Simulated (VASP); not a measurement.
Crystal: MgO.

```xyz
2
Lattice="0.0000 2.0970 2.0970 2.0970 0.0000 2.0970 2.0970 2.0970 0.0000" Properties=species:S:1:pos:R:3 pbc="T T T"
Mg    0.0000    0.0000    0.0000
O     2.0970    2.0970    2.0970
```

| Quantity | Value |
| --- | --- |
| Program | VASP 6.6.1 |
| Task | relaxation of cell and atoms |
| Functional | PBE |
| Potentials or basis | VASP PAW PBE potentials, release 64 (Mg, O) |
| Cutoff | 600 eV |
| k mesh | 11 × 11 × 11 |
| Occupations | fermi-dirac, width 0.05 eV |
| Spin | no spin polarisation |

At the start: pressure 5.9 GPa; volume 9.22 Å³/atom.

Problem. How do energy, volume and symmetry change on relaxing?

Solution. Over 3 steps the energy falls by 6.1 meV/atom and the volume is 9.56 Å³/atom (+3.7 %); space group Fm-3m (No. 225, to 0.05 Å).

Step by step:
```tsv
step	energy change (eV)	largest force (eV/Å)	pressure (GPa)	volume (Å³)
1	0.0000	0.0000	5.90	18.44
2	-0.0108	0.0000	-1.82	19.36
3	-0.0122	0.0000	0.00	19.13
```

Final structure:
```
Mg O
1.0
     0.00000    2.12256    2.12256
     2.12256    0.00000    2.12256
     2.12256    2.12256    0.00000
Mg O
1 1
Direct
  0.00000 0.00000 0.00000
  0.50000 0.50000 0.50000
```
